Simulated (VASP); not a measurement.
# Li in VASP: notebook

Li is run at these levels: PBE; tasks: single point.

Program: VASP 6.6.1. These are calculated values, not measurements. Logs are shortened: lines on timing, memory, paths and dates and some standing lists are left out, and cuts for length are marked.

## Step 1: The cell of the first run

It takes space group P6_3/mmc (No. 194, hexagonal). The conventional cell has a = 2.861 Å, b = 2.861 Å, c = 10.244 Å, α = 90.00°, β = 90.00°, γ = 120.00°. Li (site symmetry -3m) has 12 Li at 2.86 to 3.05 Å within 3.8 Å. Within 3.8 Å of Li (site symmetry -6m2) lie 12 Li at 2.86 to 3.05 Å.

This isn't the form of Li at room conditions, which is bcc.

## Step 2: Single point, PBE (strained)

Input file INCAR:

```
PREC = Accurate
ENCUT = 520
EDIFF = 1E-7
ISMEAR = 0
SIGMA = 0.1
LREAL = False
LASPH = True
NELM = 60
ALGO = Fast
ISIF = 2
LWAVE = False
LCHARG = False
GGA = PE
NBANDS = 14
```

Input file KPOINTS:

```
Automatic mesh
0
Gamma
  15 15 4
```

Input file POSCAR:

```
Li
1.0
    2.8606974401      0.0000000000      0.0000000000
   -1.4303487200      2.4774366557      0.0000000000
    0.0000000000      0.0000000000     10.2444044032
Li
4
Direct
    0.0000000000      0.0000000000      0.0000000000
    0.3333333300      0.6666666700      0.2500000000
    0.0000000000      0.0000000000      0.5000000000
    0.6666666700      0.3333333300      0.7500000000
```

Potentials or basis: VASP PAW PBE potentials, release 64 (Li_sv).

Run with:

```bash
$ cat potpaw_PBE.64/Li_sv/POTCAR > POTCAR
$ mpirun -np 1 vasp_std > vasp.out
```

OUTCAR:

```text
PREC = Accurate
   ENCUT = 520
   EDIFF = 1E-7
   ISMEAR = 0
   LREAL = False
   LASPH = True
   NELM = 60
   ISIF = 2
   GGA = PE

 ion  position               nearest neighbor table
   1  0.000  0.000  0.000-
   2  0.333  0.667  0.250-
   3  0.000  0.000  0.500-
   4  0.667  0.333  0.750-

  LATTYP: Found a hexagonal cell.
 ALAT       =     2.8606974401
 C/A-ratio  =     3.5810862972

  Lattice vectors:

 A1 = (   2.8606974401,   0.0000000000,   0.0000000000)
 A2 = (  -1.4303487200,   2.4774366557,   0.0000000000)
 A3 = (   0.0000000000,   0.0000000000,  10.2444044032)

Analysis of symmetry for initial positions (statically):
=====================================================================
 Subroutine PRICEL returns:
 Original cell was already a primitive cell.

 Routine SETGRP: Setting up the symmetry group for a
 hexagonal supercell.

 Subroutine GETGRP returns: Found 24 space group operations
 (whereof 12 operations were pure point group operations)
 out of a pool of 24 trial point group operations.

The static configuration has the point symmetry D_3d.
 The point group associated with its full space group is D_6h.

Analysis of symmetry for dynamics (positions and initial velocities):
=====================================================================
 Subroutine PRICEL returns:
 Original cell was already a primitive cell.

 Routine SETGRP: Setting up the symmetry group for a
 hexagonal supercell.

 Subroutine GETGRP returns: Found 24 space group operations
 (whereof 12 operations were pure point group operations)
 out of a pool of 24 trial point group operations.

The dynamic configuration has the point symmetry D_3d.
 The point group associated with its full space group is D_6h.

 Subroutine INISYM returns: Found 24 space group operations
 (whereof 12 operations are pure point group operations),
 and found     1 'primitive' translations

----------------------------------------------------------------------------------------

                                     Primitive cell

  volume of cell :      72.6041

  direct lattice vectors                    reciprocal lattice vectors
[... 100 lines left out ...]
   TEBEG  =    0.0;   TEEND  =   0.0 temperature during run
   PSTRESS=    0.0 pullay stress
   NELECT =      12.0000    total number of electrons
   NUPDOWN=      -1.0000    fix difference up-down
   EMIN   =  10.00;   EMAX   =-10.00  energy-range for DOS
   EFERMI =   0.00;   METHOD = LEGACY
   ISMEAR =     0;   SIGMA  =   0.10  broadening in eV -4-tet -1-fermi 0-gaus
   EFERMI_NEDOS =   21; number of points for ismear=-14 and -15
   IALGO  =     68    algorithm
   IMIX   =      4    mixing-type and parameters
     AMIX     =   0.40;   BMIX     =  1.00
     AMIX_MAG =   1.60;   BMIX_MAG =  1.00
  volume/ion in A,a.u.               =      18.15       122.49
  Fermi-wavevector in a.u.,A,eV,Ry     =   0.898424  1.697776 10.982164  0.807166
  Thomas-Fermi vector in A             =   2.021132
   LORBIT       =      0    0 simple, 1 ext, 2 COOP (PROOUT), +10 PAW based schemes
   GGA     = PE    functional components
   LHFCALC =     F    Hartree Fock is set to
   AEXX    =    0.0000 exact exchange contribution
   IVDW    =     0    specifies the selected vdW correction
   LEPSILON=     F    determine dielectric tensor
   LRPA    =     F    only Hartree local field effects (RPA)
 non-spin polarized calculation
 RMM-DIIS sequential band-by-band and
 Gauss-broadening in eV      SIGMA  =   0.10
  energy-cutoff  :      520.00
  volume of cell :       72.60
 maximum number of plane-waves:      1982
 NGX is ok and might be reduce to    24
   NGX = 11   NGY = 11   NGZ = 39

 number of electron      11.9999983 magnetization

 Free energy of the ion-electron system (eV)
  ---------------------------------------------------
  ext. energy  EPLUGINS =         0.00000000
  ---------------------------------------------------
  free energy    TOTEN  =        -7.55102379 eV

  energy without entropy =       -7.54331559  energy(sigma->0) =       -7.54716969

 E-fermi :   0.9996     XC(G=0):  -7.3185

 val. band max:        0.9666124551   @ k =   0.2000   0.0000   0.2500
 cond. band min:       1.0007429817   @ k =   0.4000  -0.0000   0.0000
 fundamental gap:      0.0341305266
 Fermi energy:         0.9996152834

 k-point     1 :       0.0000    0.0000    0.0000
  band No.  band energies     occupation
      1     -45.4219      2.00000
      2     -45.4124      2.00000
      3     -45.4118      2.00000
      4     -45.4022      2.00000
      5      -2.7477      2.00000
      6      -1.7341      2.00000
      7      -1.7341      2.00000
      8       0.3890      2.00000
      9       3.5228      0.00000
     10       8.1240      0.00000
     11       8.1250      0.00000
     12      14.6295      0.00000
     13      15.6497      0.00000
     14      15.7314      0.00000
[... 377 lines left out ...]
      1     -45.3864      2.00000
      2     -45.3847      2.00000
      3     -45.3842      2.00000
      4     -45.3826      2.00000
      5       1.7556      0.00000
      6       2.2842      0.00000
      7       2.4674      0.00000
      8       3.0080      0.00000
      9       4.7879      0.00000
     10       4.8935      0.00000
     11       6.0821      0.00000
     12       6.6427      0.00000
     13       6.8420      0.00000
     14       7.4793      0.00000

 [... further k-points ...]

------------------------ aborting loop because EDIFF is reached ----------------------------------------

  FORCE on cell =-STRESS in cart. coord.  units (eV):
  Direction    XX          YY          ZZ          XY          YZ          ZX
  --------------------------------------------------------------------------------------
  -------------------------------------------------------------------------------------
  Total        1.1875391      1.1875391     -0.0716367      0.0000000     -0.0000000      0.0000000
  in kB       26.2057929     26.2057929     -1.5808294      0.0000000     -0.0000000      0.0000000
  external PRESSURE =      16.9435855 kB  Pullay stress =       0.0000000 kB

 VOLUME and BASIS-vectors are now :
 -----------------------------------------------------------------------------
  energy-cutoff  :      520.00
  volume of cell :       72.60
      direct lattice vectors                 reciprocal lattice vectors
     2.860697440  0.000000000  0.000000000     0.349565105  0.201821507  0.000000000
    -1.430348720  2.477436656  0.000000000     0.000000000  0.403643015  0.000000000
     0.000000000  0.000000000 10.244404403     0.000000000  0.000000000  0.097614264

 POSITION                                       TOTAL-FORCE (eV/Angst)
 -----------------------------------------------------------------------------------
      0.00000      0.00000      0.00000        -0.000000     -0.000000      0.000000
     -0.00000      1.65162      2.56110         0.000000      0.000000     -0.000000
      0.00000      0.00000      5.12220        -0.000000     -0.000000      0.000000
      1.43035      0.82581      7.68330        -0.000000      0.000000     -0.000000
 -----------------------------------------------------------------------------------
    total drift:                                0.000000      0.000000      0.000000

  FREE ENERGIE OF THE ION-ELECTRON SYSTEM (eV)
  ---------------------------------------------------
  free  energy   TOTEN  =        -7.5510237911 eV

  energy  without entropy=       -7.5433155899  energy(sigma->0) =       -7.54716969
```

OSZICAR:

```text
N       E                     dE             d eps       ncg     rms          rms(c)
DAV:   1     0.446009815034E+02    0.44601E+02   -0.49491E+03  2268   0.830E+02
DAV:   2     0.337394612049E+01   -0.41227E+02   -0.39789E+02  2694   0.194E+02
DAV:   3    -0.732769406616E+01   -0.10702E+02   -0.10565E+02  4378   0.485E+01
DAV:   4    -0.754748667321E+01   -0.21979E+00   -0.21966E+00  2978   0.126E+01
DAV:   5    -0.755635123775E+01   -0.88646E-02   -0.88641E-02  3676   0.183E+00    0.389E-01
RMM:   6    -0.755229511427E+01    0.40561E-02   -0.16853E-03  3319   0.306E-01    0.244E-01
RMM:   7    -0.755084778045E+01    0.14473E-02   -0.49081E-03  3468   0.407E-01    0.446E-02
RMM:   8    -0.755098288631E+01   -0.13511E-03   -0.12620E-03  3949   0.198E-01    0.220E-02
RMM:   9    -0.755101348576E+01   -0.30599E-04   -0.57176E-04  4079   0.121E-01    0.222E-02
RMM:  10    -0.755099792362E+01    0.15562E-04   -0.14335E-04  4094   0.595E-02    0.399E-02
RMM:  11    -0.755099319880E+01    0.47248E-05   -0.35764E-05  4090   0.290E-02    0.348E-02
RMM:  12    -0.755100061036E+01   -0.74116E-05   -0.75615E-06  3738   0.120E-02    0.235E-02
RMM:  13    -0.755100237285E+01   -0.17625E-05   -0.29294E-06  3447   0.682E-03    0.201E-02
RMM:  14    -0.755101189911E+01   -0.95263E-05   -0.94340E-07  3546   0.589E-03    0.107E-02
RMM:  15    -0.755102212039E+01   -0.10221E-04   -0.12531E-06  3725   0.694E-03    0.173E-03
RMM:  16    -0.755102370288E+01   -0.15825E-05   -0.28081E-07  2890   0.470E-03    0.582E-04
RMM:  17    -0.755102379115E+01   -0.88271E-07   -0.10718E-07  2659   0.333E-03
   1 F= -.75510238E+01 E0= -.75471697E+01  d E =-.770820E-02
```

It took 3 min on 1 thread of Intel Xeon 8259CL, shared host; peak memory 0.22 GiB.

Results:

```
Free energy            : -7.5510 eV
Band gap on the k mesh : zero (bands 6 and 7 overlap by 4.65 eV)
```

Caveat: the cell differs from its parent crystal (strained); the cutoff is under 1.25 times the usual one of these potentials, so pressure, stress and relaxed cells hold a basis-set (Pulay) error.

[end of part 1 of 2]

The gap in the log of VASP goes by the Fermi energy; the results here count the filled bands.